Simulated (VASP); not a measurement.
# C (Cmme) in VASP: further runs, part 2 of 2

VASP 6.6.1. The steps go on from the part before.

**3. Relaxation of cell and atoms, PBEsol**

Input file INCAR:

```
PREC = Accurate ; ENCUT = 600
EDIFF = 1E-6 ; ISMEAR = 0
SIGMA = 0.1 ; LREAL = False
LASPH = True ; NELM = 80
ALGO = Normal ; ISIF = 3
LWAVE = False ; LCHARG = False
GGA = PS ; IBRION = 2
NSW = 80 ; EDIFFG = -0.01
```

Input file KPOINTS:

```
Automatic mesh
0
Gamma
  18 18 6
```

Input file POSCAR:

```
C
1.0
    1.2280479700     -2.1270618200      0.0000000000
    1.2280479700      2.1270618200      0.0000000000
    0.0000000000      0.0000000000      7.1732677600
C
4
Direct
    0.0833794600      0.9166205400      0.7531376000
    0.5833794600      0.4166205400      0.2468624000
    0.9166205400      0.0833794600      0.2468624000
    0.4166205400      0.5833794600      0.7531376000
```

Potentials or basis: VASP PAW PBE potentials, release 64 (C).

Command:

```
$ cat potpaw_PBE.64/C/POTCAR > POTCAR
$ mpirun -np 1 vasp_std > vasp.out
```

OUTCAR:

```text
PREC = Accurate
   ENCUT = 600
   EDIFF = 1E-6
   ISMEAR = 0
   LREAL = False
   LASPH = True
   NELM = 80
   ISIF = 3
   GGA = PS
   IBRION = 2
   NSW = 80
   EDIFFG = -0.01

 ion  position               nearest neighbor table
   1  0.083  0.917  0.753-   4 1.42   4 1.42   4 1.42
   2  0.583  0.417  0.247-   3 1.42   3 1.42   3 1.42
   3  0.917  0.083  0.247-   2 1.42   2 1.42   2 1.42
   4  0.417  0.583  0.753-   1 1.42   1 1.42   1 1.42

  LATTYP: Found a hexagonal cell.
 ALAT       =     2.4561135566
 C/A-ratio  =     2.9205765918

  Lattice vectors:

 A1 = (   1.2280479700,  -2.1270618200,   0.0000000000)
 A2 = (   1.2280479700,   2.1270618200,   0.0000000000)
 A3 = (   0.0000000000,   0.0000000000,   7.1732677600)

Analysis of symmetry for initial positions (statically):
=====================================================================
 Subroutine PRICEL returns:
 Original cell was already a primitive cell.

 Routine SETGRP: Setting up the symmetry group for a
 hexagonal supercell.

 Subroutine GETGRP returns: Found  8 space group operations
 (whereof  4 operations were pure point group operations)
 out of a pool of 24 trial point group operations.

The static configuration has the point symmetry C_2h.
 The point group associated with its full space group is D_2h.

Analysis of symmetry for dynamics (positions and initial velocities):
=====================================================================
 Subroutine PRICEL returns:
 Original cell was already a primitive cell.

 Routine SETGRP: Setting up the symmetry group for a
 hexagonal supercell.

 Subroutine GETGRP returns: Found  8 space group operations
 (whereof  4 operations were pure point group operations)
 out of a pool of 24 trial point group operations.

The dynamic configuration has the point symmetry C_2h.
 The point group associated with its full space group is D_2h.
[... 134 lines left out ...]
 conjugate gradient relaxation of ions
 non-spin polarized calculation
 Gauss-broadening in eV      SIGMA  =   0.10
  energy-cutoff  :      600.00
  volume of cell :       37.48
 maximum number of plane-waves:      1278
   NGX =  9   NGY =  9   NGZ = 29

--------------------------------------- Ionic step        1  -------------------------------------------

 number of electron      15.9999999 magnetization

 Free energy of the ion-electron system (eV)
  ---------------------------------------------------
  ext. energy  EPLUGINS =         0.00000000
  ---------------------------------------------------
  free energy    TOTEN  =       -38.58447669 eV

  energy without entropy =      -38.58407666  energy(sigma->0) =      -38.58427667

------------------------ aborting loop because EDIFF is reached ----------------------------------------

  FORCE on cell =-STRESS in cart. coord.  units (eV):
  Direction    XX          YY          ZZ          XY          YZ          ZX
  --------------------------------------------------------------------------------------
  -------------------------------------------------------------------------------------
  Total        0.4416410      0.4069929      0.0046378      0.0000000     -0.0000000      0.0000000
  in kB       18.8815415     17.4002294      0.1982821      0.0000000     -0.0000000      0.0000000
  external PRESSURE =      12.1600177 kB  Pullay stress =       0.0000000 kB
[... 139 lines left out ...]
--------------------------------------- Ionic step        5  -------------------------------------------

 number of electron      15.9999999 magnetization

 Free energy of the ion-electron system (eV)
  ---------------------------------------------------
  ext. energy  EPLUGINS =         0.00000000
  ---------------------------------------------------
  free energy    TOTEN  =       -38.58514506 eV

  energy without entropy =      -38.58474708  energy(sigma->0) =      -38.58494607

 E-fermi :   4.0707     XC(G=0): -10.0854

 val. band max:        4.0606589292   @ k =   0.3333   0.3333   0.5000
 cond. band min:       4.0853766539   @ k =   0.3333   0.3333   0.5000
 fundamental gap:      0.0247177248
 Fermi energy:         4.0706715499

 k-point     1 :       0.0000    0.0000    0.0000
  band No.  band energies     occupation
      1     -15.5429      2.00000
      2     -15.3615      2.00000
      3      -4.2902      2.00000
      4      -2.8717      2.00000
      5       1.0779      2.00000
      6       1.0864      2.00000
      7       1.0927      2.00000
      8       1.0959      2.00000
      9       7.6499      0.00000
     10      12.3930      0.00000
     11      12.4144      0.00000
     12      12.4339      0.00000
[... 331 lines left out ...]
 k-point    24 :      -0.1667    0.1111    0.0000
  band No.  band energies     occupation
      1     -15.0277      2.00000
      2     -14.8524      2.00000
      3      -3.6648      2.00000
      4      -2.2765      2.00000
      5      -0.6947      2.00000
      6      -0.6773      2.00000
      7       0.0516      2.00000
      8       0.0696      2.00000
      9       8.2934      0.00000
     10      12.6445      0.00000
     11      12.7132      0.00000
     12      13.4558      0.00000

 [... further k-points ...]
[... 5 lines left out ...]
  --------------------------------------------------------------------------------------
  -------------------------------------------------------------------------------------
  Total        0.0039582     -0.0091904     -0.0042933      0.0000000     -0.0000000      0.0000000
  in kB        0.1687007     -0.3917021     -0.1829828      0.0000000     -0.0000000      0.0000000
  external PRESSURE =      -0.1353280 kB  Pullay stress =       0.0000000 kB
[... 19 lines left out ...]
  FREE ENERGIE OF THE ION-ELECTRON SYSTEM (eV)
  ---------------------------------------------------
  free  energy   TOTEN  =       -38.5851450640 eV

  energy  without entropy=      -38.5847470813  energy(sigma->0) =      -38.58494607

 reached required accuracy - stopping structural energy minimisation
```

Wall time 2.6 min (1 thread of Intel Xeon 6975P-C (Granite Rapids), shared host); peak memory 0.27 GiB.

What came out:

```yaml
Free_energy: -38.5851 eV
Relaxed_volume: 9.40 Å³/atom
Relaxed_cell: a = 2.460 Å, b = 2.460 Å, c = 7.173 Å, α = 90.00°, β = 90.00°, γ = 119.99°
Space_group_after_relaxing_to_0.05_Å: Cmme (No. 67)
Energy_gained_by_relaxing: 0.2 meV/atom
Ionic_steps: 5
Pressure_after_relaxing: 0.0 GPa
Largest_force_after_relaxing: 0.005 eV/Å
```

Forces in eV/Å, atoms in the order of the input:
```
C    0.000  0.002 -0.004
C    0.000  0.002  0.004
C    0.000 -0.002  0.004
C    0.000 -0.002 -0.004
```

The path:
| step | energy change (eV) | largest force (eV/Å) | pressure (GPa) | volume (Å³) |
| --- | --- | --- | --- | --- |
| 1 | 0.0000 | 0.0256 | 1.22 | 37.48 |
| 2 | 0.0030 | 0.1010 | -2.75 | 37.86 |
| 3 | -0.0007 | 0.0138 | 0.01 | 37.59 |
| 4 | -0.0006 | 0.0505 | -0.07 | 37.60 |
| 5 | -0.0007 | 0.0048 | -0.01 | 37.59 |

Final structure:
```yaml
crystal:
  lattice:
    - [1.23009, -2.13010, 0.00000]
    - [1.23009, 2.13010, 0.00000]
    - [0.00000, 0.00000, 7.17331]
  atoms:
    - { symbol: C, position: [0.08332, 0.91668, 0.75312] }
    - { symbol: C, position: [0.58332, 0.41668, 0.24688] }
    - { symbol: C, position: [0.91668, 0.08332, 0.24688] }
    - { symbol: C, position: [0.41668, 0.58332, 0.75312] }
```

Caveat: the PAW data sets were made with another functional, which shifts forces and pressure a little; this functional lacks dispersion, which binds the layers, so the pressure and a relaxed spacing across them are unreliable.

**4. Relaxation of cell and atoms, PBE**

Input file INCAR:

```
SYSTEM = C
PREC = Accurate
ENCUT = 600
EDIFF = 1E-6
ISMEAR = 0
SIGMA = 0.1
LREAL = .False.
LASPH = .True.
NELM = 80
ALGO = Normal
ISIF = 3
LWAVE = .False.
LCHARG = .False.
GGA = PE
IBRION = 2
NSW = 80
EDIFFG = -0.01
```

Input file KPOINTS:

```
Automatic mesh
0
Gamma
  18 18 6
  0 0 0
```

POSCAR is that of step 3.

Command:

```
$ cat potpaw_PBE.64/C/POTCAR > POTCAR
$ mpirun -np 1 vasp_std > vasp.out
```

It took 13 min on 1 thread of Intel Xeon 6975P-C (Granite Rapids), shared host; peak memory 0.3 GiB.

Results (log left out):

```yaml
Free_energy: -36.9043 eV
Relaxed_volume: 10.82 Å³/atom
Relaxed_cell: a = 2.467 Å, b = 2.467 Å, c = 8.208 Å, α = 90.00°, β = 90.00°, γ = 120.00°
Space_group_after_relaxing_to_0.05_Å: Fmmm (No. 69)
Energy_gained_by_relaxing: 5.6 meV/atom
Ionic_steps: 23
Pressure_after_relaxing: 0.0 GPa
Largest_force_after_relaxing: 0.004 eV/Å
```

Forces on the atoms (eV/Å):
```
C    0.000  0.004 -0.001
C    0.000  0.004  0.001
C    0.000 -0.004  0.001
C    0.000 -0.004 -0.001
```

Step by step:
| step | energy change (eV) | largest force (eV/Å) | pressure (GPa) | volume (Å³) |
| --- | --- | --- | --- | --- |
| 1 | 0.0000 | 0.0263 | 3.77 | 37.48 |
| 2 | 0.0190 | 0.0945 | -6.63 | 38.68 |
| 3 | -0.0053 | 0.0183 | 0.30 | 37.85 |
| 4 | -0.0063 | 0.0565 | 0.26 | 37.99 |
| 5 | -0.0078 | 0.2739 | 0.15 | 38.40 |
| 6 | -0.0080 | 0.2703 | 0.14 | 38.41 |
| 7 | -0.0084 | 0.2595 | 0.13 | 38.46 |
| 8 | -0.0093 | 0.2378 | 0.15 | 38.56 |
| 9 | -0.0109 | 0.1945 | 0.18 | 38.76 |
| 10 | -0.0135 | 0.1085 | 0.18 | 39.16 |
| 11 | -0.0171 | 0.0622 | 0.23 | 39.95 |
| 12 | -0.0179 | 0.3960 | 0.40 | 41.54 |
| 13 | -0.0185 | 0.2781 | 0.34 | 40.97 |
| 14 | -0.0197 | 0.2191 | 0.29 | 41.31 |
| 15 | -0.0219 | 0.0428 | 0.15 | 42.33 |
| 16 | -0.0221 | 0.0083 | 0.14 | 42.63 |
| 17 | -0.0221 | 0.0496 | 0.14 | 42.87 |
| 18 | -0.0218 | 0.1321 | 0.05 | 43.35 |
| 19 | -0.0221 | 0.0652 | 0.11 | 42.96 |
| 20 | -0.0221 | 0.0584 | 0.12 | 42.92 |
| 21 | -0.0222 | 0.0303 | 0.04 | 43.10 |
| 22 | -0.0222 | 0.0025 | -0.06 | 43.32 |
| 23 | -0.0222 | 0.0043 | -0.05 | 43.28 |

Final structure:
```cif
data_structure
_symmetry_space_group_name_H-M 'P 1'
_symmetry_Int_Tables_number 1
_cell_length_a 2.4674
_cell_length_b 2.4674
_cell_length_c 8.2083
_cell_angle_alpha 90.000
_cell_angle_beta 90.000
_cell_angle_gamma 119.999
_cell_volume 43.28
loop_
_atom_site_label
_atom_site_type_symbol
_atom_site_fract_x
_atom_site_fract_y
_atom_site_fract_z
_atom_site_occupancy
C1 C 0.08334 0.91666 0.75124 1
C2 C 0.58334 0.41666 0.24876 1
C3 C 0.91666 0.08334 0.24876 1
C4 C 0.41666 0.58334 0.75124 1
```

Levels at points of the mesh, in eV from the Fermi level:
```tsv
k point	band 4	band 5	band 6	band 7	band 8	band 9	band 10	band 11	band 12
(0.00, 0.00, 0.00)	-7.28	-3.04	-3.04	-3.04	-3.04	3.20	6.88	8.30	8.30
(0.50, 0.00, 0.00)	-13.22	-6.41	-6.41	-2.36	-2.36	1.70	1.70	7.35	7.35
(0.50, 0.50, 0.00)	-13.21	-6.42	-6.41	-2.54	-2.16	1.41	1.95	7.32	7.39
(0.00, 0.00, 0.50)	-7.60	-3.04	-3.04	-3.04	-3.04	4.60	4.65	8.30	8.30
(0.50, 0.00, 0.50)	-13.22	-6.41	-6.41	-2.36	-2.36	1.67	1.67	7.35	7.35
(0.50, 0.50, 0.50)	-13.22	-6.41	-6.41	-2.36	-2.35	1.66	1.68	7.35	7.35
```

Caveat: the volume moved by over 15 % at a fixed basis, so the end points are rough; this functional lacks dispersion, which binds the layers, so the pressure and a relaxed spacing across them are unreliable.

**5. Overview**

| level | potentials or basis | pressure (GPa) | relaxed volume (Å³/atom) |
| --- | --- | --- | --- |
| LDA | VASP PAW LDA potentials, release 64 (C) | 0.0 | 8.58 |
| PBEsol | VASP PAW PBE potentials, release 64 (C) | 0.0 | 9.40 |
| PBE | VASP PAW PBE potentials, release 64 (C) | 0.0 | 10.82 |

Alike in all rows: task relaxation of cell and atoms; no spin polarisation; cell relaxed; k mesh 18 × 18 × 6; cutoff (eV) 600; smearing gaussian 0.1 eV.

Caveats: this functional lacks dispersion, which binds the layers, so the pressure and a relaxed spacing across them are unreliable (some runs); the PAW data sets were made with another functional, which shifts forces and pressure a little (some runs); the volume moved by over 15 % at a fixed basis, so the end points are rough (some runs).

Total energies depend on the potentials used, so only differences within one code and one set of settings carry meaning.
